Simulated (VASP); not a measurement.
# AlN (P6_3mc) in VASP: further runs

AlN is run at these levels: PBE+D3(BJ); tasks: single point, relaxation of cell and atoms.

Program: VASP 6.6.1. These are calculated values, not measurements. Logs are shortened: lines on timing, memory, paths and dates and some standing lists are left out, and cuts for length are marked.

### 1 The cell of the first run

The structure is hexagonal, space group P6_3mc (No. 186). The conventional cell has a = 3.109 Å, b = 3.109 Å, c = 4.979 Å, α = 90.00°, β = 90.00°, γ = 120.00°. Within 2.5 Å of Al (site symmetry 3m) lie 4 N at 1.89 to 1.90 Å. N (site symmetry 3m) has 4 Al at 1.89 to 1.90 Å within 2.5 Å.

### 2 Single point, PBE+D3(BJ)

Contents of INCAR:

```
PREC = Accurate
ENCUT = 520
EDIFF = 1E-7
ISMEAR = 0
SIGMA = 0.02
LREAL = False
LASPH = True
NELM = 100
ALGO = Normal
ISIF = 2
LWAVE = False
LCHARG = False
GGA = PE
IVDW = 12
NBANDS = 16
```

Contents of KPOINTS:

```
Automatic mesh
0
Gamma
  9 9 6
```

Contents of POSCAR:

```
AlN
1.0
    3.1094117531      0.0000000000      0.0000000000
   -1.5547058765      2.6928295691      0.0000000000
    0.0000000000      0.0000000000      4.9785301683
Al N
2 2
Direct
    0.3333333333      0.6666666667     -0.0009429742
    0.6666666667      0.3333333333      0.4990570258
    0.3333333333      0.6666666667      0.3809429742
    0.6666666667      0.3333333333      0.8809429742
```

Potentials or basis: VASP PAW PBE potentials, release 64 (Al, N).

Run with:

```console
> cat potpaw_PBE.64/Al/POTCAR potpaw_PBE.64/N/POTCAR > POTCAR
> mpirun -np 1 vasp_std > vasp.out
```

OUTCAR:

```text
PREC = Accurate
   ENCUT = 520
   EDIFF = 1E-7
   ISMEAR = 0
   LREAL = False
   LASPH = True
   NELM = 100
   ISIF = 2
   GGA = PE
   IVDW = 12
 IVDW          = 12

 ion  position               nearest neighbor table
   1  0.333  0.667  0.999-   4 1.89   4 1.89   4 1.89   3 1.90   2 3.07   2 3.07   2 3.07   2 3.07
                             2 3.07   2 3.07
   2  0.667  0.333  0.499-   3 1.89   3 1.89   3 1.89   4 1.90   1 3.07   1 3.07   1 3.07   1 3.07
                             1 3.07   1 3.07
   3  0.333  0.667  0.381-   2 1.89   2 1.89   2 1.89   1 1.90
   4  0.667  0.333  0.881-   1 1.89   1 1.89   1 1.89   2 1.90

  LATTYP: Found a hexagonal cell.
 ALAT       =     3.1094117531
 C/A-ratio  =     1.6011164052

  Lattice vectors:

 A1 = (   3.1094117531,   0.0000000000,   0.0000000000)
 A2 = (  -1.5547058765,   2.6928295691,   0.0000000000)
 A3 = (   0.0000000000,   0.0000000000,   4.9785301683)

Analysis of symmetry for initial positions (statically):
=====================================================================
 Subroutine PRICEL returns:
 Original cell was already a primitive cell.

 Routine SETGRP: Setting up the symmetry group for a
 hexagonal supercell.

 Subroutine GETGRP returns: Found 12 space group operations
 (whereof  6 operations were pure point group operations)
 out of a pool of 24 trial point group operations.

The static configuration has the point symmetry C_3v.
 The point group associated with its full space group is C_6v.

Analysis of symmetry for dynamics (positions and initial velocities):
=====================================================================
 Subroutine PRICEL returns:
 Original cell was already a primitive cell.

 Routine SETGRP: Setting up the symmetry group for a
 hexagonal supercell.

 Subroutine GETGRP returns: Found 12 space group operations
 (whereof  6 operations were pure point group operations)
 out of a pool of 24 trial point group operations.

The dynamic configuration has the point symmetry C_3v.
 The point group associated with its full space group is C_6v.

 Subroutine INISYM returns: Found 12 space group operations
 (whereof  6 operations are pure point group operations),
 and found     1 'primitive' translations

----------------------------------------------------------------------------------------

                                     Primitive cell

  volume of cell :      41.6858

  direct lattice vectors                    reciprocal lattice vectors
     3.109411753  0.000000000  0.000000000     0.321604239  0.185678294  0.000000000
    -1.554705876  2.692829569  0.000000000     0.000000000  0.371356588  0.000000000
     0.000000000  0.000000000  4.978530168     0.000000000  0.000000000  0.200862497

  length of vectors
     3.109411753  3.109411753  4.978530168     0.371356588  0.371356588  0.200862497

  position of ions in fractional coordinates (direct lattice)
     0.333333333  0.666666667  0.999057026
     0.666666667  0.333333333  0.499057026
     0.333333333  0.666666667  0.380942974
     0.666666667  0.333333333  0.880942974

  ion indices of the primitive-cell ions
   primitive index   ion index
                 1           1
                 2           2
                 3           3
                 4           4

----------------------------------------------------------------------------------------

 KPOINTS: Automatic mesh

Automatic generation of k-mesh.
 Grid dimensions read from file:
 generate k-points for:    9    9    6

 Generating k-lattice:

  Cartesian coordinates                     Fractional coordinates (reciprocal lattice)
     0.035733804  0.020630922  0.000000000     0.111111111  0.000000000  0.000000000
     0.000000000  0.041261843  0.000000000     0.000000000  0.111111111  0.000000000
     0.000000000  0.000000000  0.033477083     0.000000000  0.000000000  0.166666667

  Length of vectors
     0.041261843  0.041261843  0.033477083

  Shift w.r.t. Gamma in fractional coordinates (k-lattice)
     0.000000000  0.000000000  0.000000000

 Subroutine IBZKPT returns following result:
 ===========================================

 Found     48 irreducible k-points:

 Following reciprocal coordinates:
            Coordinates               Weight
  0.000000  0.000000  0.000000      1.000000
  0.111111 -0.000000  0.000000      6.000000
  0.222222  0.000000  0.000000      6.000000
  0.333333 -0.000000  0.000000      6.000000
  0.444444  0.000000  0.000000      6.000000
  0.111111  0.111111  0.000000      6.000000
[... 16 lines left out ...]
  0.333333  0.222222  0.166667     24.000000
  0.333333  0.333333  0.166667      4.000000
 [... further k-points ...]
   k-points           NKPTS =     48   k-points in BZ     NKDIM =     48   number of bands    NBANDS=     16
   number of dos      NEDOS =    301   number of ions     NIONS =      4
   total plane-waves  NPLWV =  23040
   dimension x,y,z NGX =    24 NGY =   24 NGZ =   40
   dimension x,y,z NGXF=    48 NGYF=   48 NGZF=   80
   ions per type =               2   2
   NGX,Y,Z   is equivalent  to a cutoff of  12.83, 12.83, 13.36 a.u.
   NGXF,Y,Z  is equivalent  to a cutoff of  25.66, 25.66, 26.71 a.u.
 SYSTEM =  unknown system
   PREC   = accura    normal or accurate (medium, high low for compatibility)
   ISTART =      0    job   : 0-new  1-cont  2-samecut
   ICHARG =      2    charge: 1-file 2-atom 10-const
   ISPIN  =      1    spin polarized calculation?
   LNONCOLLINEAR =      F non collinear calculations
   LSORBIT =      F    spin-orbit coupling
   LASPH  =      T    aspherical Exc in radial PAW
   ENCUT  =  520.0 eV  38.22 Ry    6.18 a.u.   5.78  5.78  9.26*2*pi/ulx,y,z
   NELM   =    100;   NELMIN=  2; NELMDL= -5     # of ELM steps
   EDIFF  = 0.1E-06   stopping-criterion for ELM
   LREAL  =      F    real-space projection
   EDIFFG = 0.1E-05   stopping-criterion for IOM
   NSW    =      0    number of steps for IOM
   IBRION =     -1    ionic relax: 0-MD 1-quasi-New 2-CG
   NFREE  =      0    steps in history (QN), initial steepest desc. (CG)
   ISIF   =      2    stress and relaxation
   ISYM   =      2    0-nonsym 1-usesym 2-fastsym
   POTIM  = 0.5000    time-step for ionic-motion
   TEBEG  =    0.0;   TEEND  =   0.0 temperature during run
   PSTRESS=    0.0 pullay stress
   NELECT =      16.0000    total number of electrons
   NUPDOWN=      -1.0000    fix difference up-down
   EMIN   =  10.00;   EMAX   =-10.00  energy-range for DOS
   EFERMI =   0.00;   METHOD = LEGACY
   ISMEAR =     0;   SIGMA  =   0.02  broadening in eV -4-tet -1-fermi 0-gaus
   EFERMI_NEDOS =   21; number of points for ismear=-14 and -15
   IALGO  =     38    algorithm
   IMIX   =      4    mixing-type and parameters
     AMIX     =   0.40;   BMIX     =  1.00
     AMIX_MAG =   1.60;   BMIX_MAG =  1.00
  volume/ion in A,a.u.               =      10.42        70.33
  Fermi-wavevector in a.u.,A,eV,Ry     =   1.189740  2.248283 19.258793  1.415481
  Thomas-Fermi vector in A             =   2.325841
   LORBIT       =      0    0 simple, 1 ext, 2 COOP (PROOUT), +10 PAW based schemes
   GGA     = PE    functional components
   LHFCALC =     F    Hartree Fock is set to
   AEXX    =    0.0000 exact exchange contribution
   IVDW    =    12    specifies the selected vdW correction
   LEPSILON=     F    determine dielectric tensor
   LRPA    =     F    only Hartree local field effects (RPA)
 non-spin polarized calculation
 Gauss-broadening in eV      SIGMA  =   0.02
  energy-cutoff  :      520.00
  volume of cell :       41.69
 maximum number of plane-waves:      1152
 NGX is ok and might be reduce to    24
   NGX = 11   NGY = 11   NGZ = 19

 number of electron      15.9999996 magnetization

 Free energy of the ion-electron system (eV)
  ---------------------------------------------------
  ext. energy  EPLUGINS =         0.00000000
  ---------------------------------------------------
  free energy    TOTEN  =       -29.76977829 eV

  energy without entropy =      -29.76977829  energy(sigma->0) =      -29.76977829

 E-fermi :   6.3499     XC(G=0): -10.9191

 val. band max:        6.1767755844   @ k =   0.0000   0.0000   0.0000
 cond. band min:      10.3982479213   @ k =   0.0000   0.0000   0.0000
 fundamental gap:      4.2214723369
 Fermi energy:         6.3498639317

 k-point     1 :       0.0000    0.0000    0.0000
  band No.  band energies     occupation
      1      -9.0273      2.00000
      2      -6.8744      2.00000
      3       0.1719      2.00000
      4       5.3052      2.00000
      5       5.3052      2.00000
      6       5.9562      2.00000
[... 8 lines left out ...]
     15      19.3281      0.00000
     16      19.3281      0.00000

 k-point     2 :       0.1111   -0.0000    0.0000
  band No.  band energies     occupation
      1      -8.8703      2.00000
      2      -6.7863      2.00000
      3       0.3588      2.00000
      4       4.6017      2.00000
      5       5.1078      2.00000
      6       5.2794      2.00000
[... 8 lines left out ...]
     15      19.1829      0.00000
     16      19.3458      0.00000

 k-point     3 :       0.2222    0.0000    0.0000
  band No.  band energies     occupation
      1      -8.4248      2.00000
      2      -6.5658      2.00000
      3       0.9016      2.00000
      4       3.1014      2.00000
      5       4.0245      2.00000
      6       4.7018      2.00000
[... 8 lines left out ...]
     15      18.3577      0.00000
     16      19.1214      0.00000
[... 362 lines left out ...]
 k-point    23 :       0.3333    0.2222    0.1667
  band No.  band energies     occupation
      1      -6.8537      2.00000
      2      -6.3577      2.00000
      3       1.1671      2.00000
      4       1.8499      2.00000
      5       2.6646      2.00000
      6       3.6825      2.00000
[... 8 lines left out ...]
     15      18.9595      0.00000
     16      21.0092      0.00000

 k-point    24 :       0.3333    0.3333    0.1667
  band No.  band energies     occupation
      1      -6.5113      2.00000
      2      -6.5113      2.00000
      3       1.4607      2.00000
      4       1.9942      2.00000
      5       1.9942      2.00000
      6       3.4748      2.00000
[... 8 lines left out ...]
     15      19.2484      0.00000
     16      21.2834      0.00000

 [... further k-points ...]

------------------------ aborting loop because EDIFF is reached ----------------------------------------

 Edisp (eV)   -1.07641

 E8    (eV) :    -0.4204

  FORCE on cell =-STRESS in cart. coord.  units (eV):
  Direction    XX          YY          ZZ          XY          YZ          ZX
  --------------------------------------------------------------------------------------
  -------------------------------------------------------------------------------------
  Total      -0.07533    -0.07533    -0.05548    -0.00000     0.00000     0.00000
  in kB      -2.89521    -2.89521    -2.13253    -0.00000     0.00000     0.00000
  external pressure =       -2.64 kB  Pullay stress =        0.00 kB

 VOLUME and BASIS-vectors are now :
 -----------------------------------------------------------------------------
  energy-cutoff  :      520.00
  volume of cell :       41.69
      direct lattice vectors                 reciprocal lattice vectors
     3.109411753  0.000000000  0.000000000     0.321604239  0.185678294  0.000000000
    -1.554705876  2.692829569  0.000000000     0.000000000  0.371356588  0.000000000
     0.000000000  0.000000000  4.978530168     0.000000000  0.000000000  0.200862497

 POSITION                                       TOTAL-FORCE (eV/Angst)
 -----------------------------------------------------------------------------------
     -0.00000      1.79522      4.97384        -0.000000      0.000000      0.000611
      1.55471      0.89761      2.48457         0.000000     -0.000000      0.000611
     -0.00000      1.79522      1.89654         0.000000     -0.000000     -0.000611
      1.55471      0.89761      4.38580        -0.000000      0.000000     -0.000611
 -----------------------------------------------------------------------------------
    total drift:                               -0.000000      0.000000      0.000500

  FREE ENERGIE OF THE ION-ELECTRON SYSTEM (eV)
  ---------------------------------------------------
  free  energy   TOTEN  =       -30.8461867174 eV

  energy  without entropy=      -30.8461867174  energy(sigma->0) =      -30.84618672
```

Wall time 36 s (1 thread of AMD EPYC 7R43 (Zen 3), shared host); peak memory 0.14 GiB.

Results:

```
Free energy                : -30.8462 eV
Pressure                   : -0.3 GPa
Band gap on the k mesh     : 4.22 eV, direct
Dispersion energy per atom : -0.269 eV
```

Levels at points of the mesh, in eV from the valence-band top:
| k point | band 5 | band 6 | band 7 | band 8 | band 9 | band 10 | band 11 | band 12 |
| --- | --- | --- | --- | --- | --- | --- | --- | --- |
| (0.00, 0.00, 0.00) | -0.87 | -0.22 | -0.22 | 0.00 | 4.22 | 6.67 | 10.63 | 11.16 |
| (0.00, 0.00, 0.50) | -0.56 | -0.56 | -0.56 | -0.56 | 6.48 | 6.48 | 10.34 | 10.34 |

(Part 1 of 2 ends here.)
